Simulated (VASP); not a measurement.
# Sn (Immm) in VASP: notebook

The runs below take Sn through single point, with LDA.

Everything below comes from runs of VASP 6.6.1. Logs are shortened: lines on timing, memory, paths and dates and some standing lists are left out, and cuts for length are marked.

## Step 1: The cell of the first run

It takes space group Immm (No. 71, orthorhombic). The conventional cell has a = 3.453 Å, b = 3.551 Å, c = 4.583 Å, α = 90.00°, β = 90.00°, γ = 90.00°. Within 4.4 Å of Sn (site symmetry mmm) lie 12 Sn at 3.37 to 3.55 Å.

## Step 2: Single point, LDA

Contents of INCAR:

```
PREC = Accurate
ENCUT = 520
EDIFF = 1E-7
ISMEAR = 1
SIGMA = 0.1
LREAL = F
LASPH = T
NELM = 80
ALGO = Normal
ISIF = 2
LWAVE = F
LCHARG = F
NBANDS = 13
```

Contents of KPOINTS:

```
regular mesh
0
Gamma
  14 14 14
```

Contents of POSCAR:

```
Sn
1.0
   -1.7265400000      1.7755500000      2.2915732000
    1.7265400000     -1.7755500000      2.2915732000
    1.7265400000      1.7755500000     -2.2915732000
Sn
1
Direct
    0.0000000000      0.0000000000      0.0000000000
```

Potentials or basis: VASP PAW LDA potentials, release 64 (Sn_d).

Command:

```console
cat potpaw_LDA.64/Sn_d/POTCAR > POTCAR
mpirun -np 1 vasp_std > vasp.out
```

OUTCAR:

```text
PREC = Accurate
   ENCUT = 520
   EDIFF = 1E-7
   ISMEAR = 1
   LREAL = F
   LASPH = T
   NELM = 80
   ISIF = 2

 ion  position               nearest neighbor table
   1  0.000  0.000  0.000-

  LATTYP: Found a body centered orthorhombic cell.
 ALAT       =     3.4530800000
 B/A-ratio  =     1.0283862523
 C/A-ratio  =     1.3272633128

  Lattice vectors:

 A1 = (  -1.7265400000,   1.7755500000,   2.2915732000)
 A2 = (   1.7265400000,  -1.7755500000,   2.2915732000)
 A3 = (   1.7265400000,   1.7755500000,  -2.2915732000)

Analysis of symmetry for initial positions (statically):
=====================================================================
 Subroutine PRICEL returns:
 Original cell was already a primitive cell.

 Routine SETGRP: Setting up the symmetry group for a
 body centered orthorhombic supercell.

 Subroutine GETGRP returns: Found  8 space group operations
 (whereof  8 operations were pure point group operations)
 out of a pool of  8 trial point group operations.

The static configuration has the point symmetry D_2h.

Analysis of symmetry for dynamics (positions and initial velocities):
=====================================================================
 Subroutine PRICEL returns:
 Original cell was already a primitive cell.

 Routine SETGRP: Setting up the symmetry group for a
 body centered orthorhombic supercell.

 Subroutine GETGRP returns: Found  8 space group operations
 (whereof  8 operations were pure point group operations)
 out of a pool of  8 trial point group operations.

The dynamic configuration has the point symmetry D_2h.

 Subroutine INISYM returns: Found  8 space group operations
 (whereof  8 operations are pure point group operations),
 and found     1 'primitive' translations

----------------------------------------------------------------------------------------

                                     Primitive cell

  volume of cell :      28.0998

  direct lattice vectors                    reciprocal lattice vectors
    -1.726540000  1.775550000  2.291573200     0.000000000  0.281602884  0.218190717
     1.726540000 -1.775550000  2.291573200     0.289596534  0.000000000  0.218190717
     1.726540000  1.775550000 -2.291573200     0.289596534  0.281602884  0.000000000

  length of vectors
     3.374140765  3.374140765  3.374140765     0.356240611  0.362592528  0.403938531

  position of ions in fractional coordinates (direct lattice)
     0.000000000  0.000000000  0.000000000

  ion indices of the primitive-cell ions
   primitive index   ion index
                 1           1

----------------------------------------------------------------------------------------

 KPOINTS: regular mesh

Automatic generation of k-mesh.
 Grid dimensions read from file:
 generate k-points for:   14   14   14

 Generating k-lattice:

  Cartesian coordinates                     Fractional coordinates (reciprocal lattice)
     0.000000000  0.020114492  0.015585051     0.071428571 -0.000000000  0.000000000
     0.020685467  0.000000000  0.015585051     0.000000000  0.071428571  0.000000000
     0.020685467  0.020114492  0.000000000     0.000000000 -0.000000000  0.071428571

  Length of vectors
     0.025445758  0.025899466  0.028852752

  Shift w.r.t. Gamma in fractional coordinates (k-lattice)
     0.000000000  0.000000000  0.000000000

 Subroutine IBZKPT returns following result:
 ===========================================

 Found    428 irreducible k-points:

 Following reciprocal coordinates:
            Coordinates               Weight
  0.000000  0.000000  0.000000      1.000000
  0.071429  0.000000 -0.000000      4.000000
  0.142857  0.000000  0.000000      4.000000
  0.214286  0.000000 -0.000000      4.000000
  0.285714  0.000000 -0.000000      4.000000
  0.357143  0.000000 -0.000000      4.000000
[... 16 lines left out ...]
  0.000000  0.142857  0.000000      4.000000
  0.071429  0.142857  0.000000      8.000000
 [... further k-points ...]
   k-points           NKPTS =    428   k-points in BZ     NKDIM =    428   number of bands    NBANDS=     13
   number of dos      NEDOS =    301   number of ions     NIONS =      1
   total plane-waves  NPLWV =  21952
   dimension x,y,z NGX =    28 NGY =   28 NGZ =   28
   dimension x,y,z NGXF=    56 NGYF=   56 NGZF=   56
   ions per type =               1
   NGX,Y,Z   is equivalent  to a cutoff of  13.80, 13.80, 13.80 a.u.
   NGXF,Y,Z  is equivalent  to a cutoff of  27.59, 27.59, 27.59 a.u.
 SYSTEM =  unknown system
   PREC   = accura    normal or accurate (medium, high low for compatibility)
   ISTART =      0    job   : 0-new  1-cont  2-samecut
   ICHARG =      2    charge: 1-file 2-atom 10-const
   ISPIN  =      1    spin polarized calculation?
   LNONCOLLINEAR =      F non collinear calculations
   LSORBIT =      F    spin-orbit coupling
   LASPH  =      T    aspherical Exc in radial PAW
   ENCUT  =  520.0 eV  38.22 Ry    6.18 a.u.   6.27  6.27  6.27*2*pi/ulx,y,z
   NELM   =     80;   NELMIN=  2; NELMDL= -5     # of ELM steps
   EDIFF  = 0.1E-06   stopping-criterion for ELM
   LREAL  =      F    real-space projection
   EDIFFG = 0.1E-05   stopping-criterion for IOM
   NSW    =      0    number of steps for IOM
   IBRION =     -1    ionic relax: 0-MD 1-quasi-New 2-CG
   NFREE  =      0    steps in history (QN), initial steepest desc. (CG)
   ISIF   =      2    stress and relaxation
   ISYM   =      2    0-nonsym 1-usesym 2-fastsym
   POTIM  = 0.5000    time-step for ionic-motion
   TEBEG  =    0.0;   TEEND  =   0.0 temperature during run
   PSTRESS=    0.0 pullay stress
   NELECT =      14.0000    total number of electrons
   NUPDOWN=      -1.0000    fix difference up-down
   EMIN   =  10.00;   EMAX   =-10.00  energy-range for DOS
   EFERMI =   0.00;   METHOD = LEGACY
   ISMEAR =     1;   SIGMA  =   0.10  broadening in eV -4-tet -1-fermi 0-gaus
   EFERMI_NEDOS =   21; number of points for ismear=-14 and -15
   IALGO  =     38    algorithm
   IMIX   =      4    mixing-type and parameters
     AMIX     =   0.40;   BMIX     =  1.00
     AMIX_MAG =   1.60;   BMIX_MAG =  1.00
  volume/ion in A,a.u.               =      28.10       189.63
  Fermi-wavevector in a.u.,A,eV,Ry     =   1.297826  2.452535 22.916999  1.684352
  Thomas-Fermi vector in A             =   2.429193
   LORBIT       =      0    0 simple, 1 ext, 2 COOP (PROOUT), +10 PAW based schemes
   GGA     = CA    functional components
   LHFCALC =     F    Hartree Fock is set to
   AEXX    =    0.0000 exact exchange contribution
   IVDW    =     0    specifies the selected vdW correction
   LEPSILON=     F    determine dielectric tensor
   LRPA    =     F    only Hartree local field effects (RPA)
 non-spin polarized calculation
 Methfessel and Paxton  Order N= 1 SIGMA  =   0.10
  energy-cutoff  :      520.00
  volume of cell :       28.10
 maximum number of plane-waves:       773
 NGX is ok and might be reduce to    28
   NGX = 13   NGY = 13   NGZ = 13

 number of electron      13.9999999 magnetization

 Free energy of the ion-electron system (eV)
  ---------------------------------------------------
  ext. energy  EPLUGINS =         0.00000000
  ---------------------------------------------------
  free energy    TOTEN  =        -4.41295585 eV

  energy without entropy =       -4.41292169  energy(sigma->0) =       -4.41294446

 E-fermi :   7.4858     XC(G=0): -10.4448

 val. band max:        7.4790448482   @ k =   0.2143   0.4286   0.1429
 cond. band min:       7.4909114531   @ k =  -0.2857   0.3571   0.0714
 fundamental gap:      0.0118666049
 Fermi energy:         7.4857855409

 k-point     1 :       0.0000    0.0000    0.0000
  band No.  band energies     occupation
      1     -13.9913      2.00000
      2     -13.9761      2.00000
      3     -13.9423      2.00000
      4     -13.9239      2.00000
      5     -13.8763      2.00000
      6      -3.4483      2.00000
      7      14.5714      0.00000
      8      14.6712      0.00000
      9      15.1068      0.00000
     10      18.2531      0.00000
     11      18.7910      0.00000
     12      19.3842      0.00000
     13      19.4548      0.00000

 k-point     2 :       0.0714    0.0000   -0.0000
  band No.  band energies     occupation
      1     -13.9885      2.00000
      2     -13.9722      2.00000
      3     -13.9418      2.00000
      4     -13.9226      2.00000
      5     -13.8771      2.00000
      6      -3.3482      2.00000
      7      13.5253      0.00000
      8      14.5550      0.00000
      9      14.8940      0.00000
     10      17.7292      0.00000
     11      19.2820      0.00000
     12      19.7211      0.00000
     13      20.5007      0.00000

 k-point     3 :       0.1429    0.0000    0.0000
  band No.  band energies     occupation
      1     -13.9815      2.00000
      2     -13.9649      2.00000
      3     -13.9405      2.00000
      4     -13.9153      2.00000
      5     -13.8783      2.00000
      6      -3.0480      2.00000
      7      11.4583      0.00000
      8      14.3604      0.00000
      9      14.3999      0.00000
     10      17.4025      0.00000
     11      19.7154      0.00000
     12      19.9071      0.00000
     13      20.5848      0.00000
[... 305 lines left out ...]
 k-point    23 :       0.0000    0.1429    0.0000
  band No.  band energies     occupation
      1     -13.9781      2.00000
      2     -13.9701      2.00000
      3     -13.9326      2.00000
      4     -13.9177      2.00000
      5     -13.8802      2.00000
      6      -3.0316      2.00000
      7      11.8726      0.00000
      8      13.8838      0.00000
      9      14.3794      0.00000
     10      17.2232      0.00000
     11      19.4706      0.00000
     12      20.1273      0.00000
     13      20.6342      0.00000

 k-point    24 :       0.0714    0.1429    0.0000
  band No.  band energies     occupation
      1     -13.9765      2.00000
      2     -13.9622      2.00000
      3     -13.9326      2.00000
      4     -13.9082      2.00000
      5     -13.8825      2.00000
      6      -2.7811      2.00000
      7      11.0521      0.00000
      8      12.4417      0.00000
      9      14.6279      0.00000
     10      17.5695      0.00000
     11      19.1458      0.00000
     12      20.0586      0.00000
     13      20.5744      0.00000

 [... further k-points ...]
[... 5 lines left out ...]
  --------------------------------------------------------------------------------------
  -------------------------------------------------------------------------------------
  Total       -0.6138182     -0.7186580     -0.7660491     -0.0000000      0.0000000      0.0000000
  in kB      -34.9983076    -40.9760006    -43.6781199     -0.0000000      0.0000000      0.0000000
  external PRESSURE =     -39.8841427 kB  Pullay stress =       0.0000000 kB

 VOLUME and BASIS-vectors are now :
 -----------------------------------------------------------------------------
  energy-cutoff  :      520.00
  volume of cell :       28.10
      direct lattice vectors                 reciprocal lattice vectors
    -1.726540000  1.775550000  2.291573200     0.000000000  0.281602884  0.218190717
     1.726540000 -1.775550000  2.291573200     0.289596534  0.000000000  0.218190717
     1.726540000  1.775550000 -2.291573200     0.289596534  0.281602884  0.000000000

 POSITION                                       TOTAL-FORCE (eV/Angst)
 -----------------------------------------------------------------------------------
      0.00000      0.00000      0.00000         0.000000     -0.000000      0.000000
 -----------------------------------------------------------------------------------
    total drift:                               -0.000000     -0.000000     -0.000000

  FREE ENERGIE OF THE ION-ELECTRON SYSTEM (eV)
  ---------------------------------------------------
  free  energy   TOTEN  =        -4.4129558468 eV

  energy  without entropy=       -4.4129216933  energy(sigma->0) =       -4.41294446
```

Wall time 3.2 min (1 thread of Intel Xeon 8259CL, shared host); peak memory 0.25 GiB.

Results:

| Property | Result |
| --- | --- |
| Free energy | -4.4130 eV |
| Pressure | -4.0 GPa |
| Band gap on the k mesh | zero (bands 7 and 8 overlap by 9.02 eV) |

Stress tensor (GPa, compression positive):
```
-3.50  0.00  0.00
 0.00 -4.10  0.00
 0.00  0.00 -4.37
```

Levels at points of the mesh, in eV from the Fermi level:
| k point | band 5 | band 6 | band 7 | band 8 | band 9 | band 10 |
| --- | --- | --- | --- | --- | --- | --- |
| (0.00, 0.00, 0.00) | -21.36 | -10.93 | 7.09 | 7.19 | 7.62 | 10.77 |
| (0.50, 0.00, 0.00) | -21.30 | -6.93 | -4.48 | 5.10 | 6.12 | 9.73 |
| (0.00, 0.50, 0.00) | -21.31 | -6.68 | -4.41 | 4.68 | 5.77 | 9.24 |
| (0.50, 0.50, 0.00) | -21.28 | -5.38 | -3.70 | 2.08 | 2.59 | 5.76 |
| (0.50, 0.50, 0.50) | -21.29 | -4.33 | -3.01 | 1.03 | 1.66 | 4.58 |

Caveat: the cell stands under tension; spin-orbit coupling is left out, which moves the levels of the heavy elements.

## Step 3: Single point, LDA

This run uses another cell than the first one, of 28.29 Å³/atom.

Contents of INCAR:

```
ALGO = Normal ; EDIFF = 1E-6
ENCUT = 520 ; GGA = CA
ISIF = 2 ; ISMEAR = 1
LASPH = T ; LCHARG = F
LREAL = F ; LWAVE = F
NBANDS = 13 ; NELM = 100
PREC = Accurate ; SIGMA = 0.1
```

Contents of KPOINTS:

```
k-points
0
Gamma
  14 14 14
```

Contents of POSCAR:

```
Sn
1.0
   -1.7265400000      1.7755500000      2.3071621333
    1.7265400000     -1.7755500000      2.3071621333
    1.7265400000      1.7755500000     -2.3071621333
Sn
1
Direct
    0.0000000000      0.0000000000      0.0000000000
```

Potentials or basis: VASP PAW LDA potentials, release 64 (Sn_d).

Command:

```console
cat potpaw_LDA.64/Sn_d/POTCAR > POTCAR
mpirun -np 1 vasp_std > vasp.out
```

Run time: 3.1 min. Hardware: 1 thread of Intel Xeon 8259CL, shared host; peak memory 0.26 GiB.

Results (log left out):

```yaml
Free_energy: -4.4077 eV
Pressure: -4.2 GPa
Band_gap_on_the_k_mesh: zero (bands 7 and 8 overlap by 8.93 eV)
```

Stress tensor (GPa, compression positive):
```
-3.83  0.00  0.00
 0.00 -4.21  0.00
 0.00  0.00 -4.61
```

Levels at points of the mesh, in eV from the Fermi level:
```tsv
k point	band 5	band 6	band 7	band 8	band 9	band 10
(0.00, 0.00, 0.00)	-21.36	-10.89	7.02	7.14	7.56	10.75
(0.50, 0.00, 0.00)	-21.30	-6.93	-4.44	5.11	6.04	9.73
(0.00, 0.50, 0.00)	-21.31	-6.68	-4.38	4.69	5.71	9.24
(0.50, 0.50, 0.00)	-21.28	-5.35	-3.66	2.05	2.52	5.70
(0.50, 0.50, 0.50)	-21.29	-4.41	-3.03	1.08	1.71	4.62
```

Caveat: the cell stands under tension; spin-orbit coupling is left out, which moves the levels of the heavy elements.

## Step 4: Single point, LDA

This run uses another cell than the first one, of 28.48 Å³/atom.

Contents of INCAR:

```
PREC     = Accurate       # precision mode
ENCUT    = 520            # plane-wave cutoff, eV
EDIFF    = 1E-7           # SCF threshold, eV
ISMEAR   = 1              # smearing method
SIGMA    = 0.1            # smearing width, eV
LREAL    = False          # projectors in reciprocal space
LASPH    = True           # aspherical terms in the spheres
NELM     = 80             # most SCF steps
ALGO     = Normal         # electronic algorithm
ISIF     = 2              # what is computed and relaxed
LWAVE    = False          # write WAVECAR
LCHARG   = False          # write CHGCAR
GGA      = CA             # functional
NBANDS   = 13             # bands
```

Contents of KPOINTS:

```
Automatic mesh
0
Gamma
  14 14 14
```

Contents of POSCAR:

```
Sn
1.0
   -1.7265400000      1.7755500000      2.3227510667
    1.7265400000     -1.7755500000      2.3227510667
    1.7265400000      1.7755500000     -2.3227510667
Sn
1
Direct
    0.0000000000      0.0000000000      0.0000000000
```

Command:

```console
cat potpaw_LDA.64/Sn_d/POTCAR > POTCAR
mpirun -np 1 vasp_std > vasp.out
```

It took 3.2 min on 1 thread of Intel Xeon 8259CL, shared host; peak memory 0.26 GiB.

Results (log left out):

* Free energy: -4.4021 eV
* Pressure: -4.5 GPa
* Band gap on the k mesh: zero (bands 7 and 8 overlap by 8.85 eV)

Stress tensor (GPa, compression positive):
```
-4.17  0.00  0.00
 0.00 -4.32  0.00
 0.00  0.00 -4.86
```

Levels at points of the mesh, in eV from the Fermi level:
| k point | band 3 | band 4 | band 5 | band 6 | band 7 | band 8 | band 9 | band 10 | band 11 | band 12 |
| --- | --- | --- | --- | --- | --- | --- | --- | --- | --- | --- |
| (0.00, 0.00, 0.00) | -21.43 | -21.41 | -21.37 | -10.84 | 6.96 | 7.09 | 7.49 | 10.72 | 11.22 | 11.75 |
| (0.50, 0.00, 0.00) | -21.44 | -21.33 | -21.31 | -6.92 | -4.41 | 5.13 | 5.96 | 9.73 | 10.21 | 10.25 |
| (0.00, 0.50, 0.00) | -21.42 | -21.32 | -21.31 | -6.67 | -4.35 | 4.71 | 5.65 | 9.24 | 9.69 | 10.18 |
| (0.50, 0.50, 0.00) | -21.33 | -21.31 | -21.29 | -5.33 | -3.61 | 2.03 | 2.45 | 5.64 | 6.05 | 19.05 |
| (0.50, 0.50, 0.50) | -21.32 | -21.30 | -21.30 | -4.49 | -3.06 | 1.12 | 1.75 | 4.65 | 5.51 | 19.14 |

Caveat: the cell stands under tension; spin-orbit coupling is left out, which moves the levels of the heavy elements.

## Step 5: Summary

| cell | gap on the mesh (eV) | pressure (GPa) |
| --- | --- | --- |
| a = 3.374 Å, angles 118.4, 116.5, 94.4°, 1 atom | none | -4.0 |
| a = 3.385 Å, angles 118.7, 116.7, 94.1°, 1 atom | none | -4.2 |
| a = 3.395 Å, angles 118.9, 116.9, 93.7°, 1 atom | none | -4.5 |

Alike in all rows: task single point; level LDA; potentials or basis VASP PAW LDA potentials, release 64 (Sn_d); no spin polarisation; k mesh 14 × 14 × 14; cutoff (eV) 520; smearing methfessel-paxton 0.1 eV.

Caveats: the cell stands under tension; spin-orbit coupling is left out, which moves the levels of the heavy elements.

Total energies depend on the potentials used, so only differences within one code and one set of settings carry meaning.
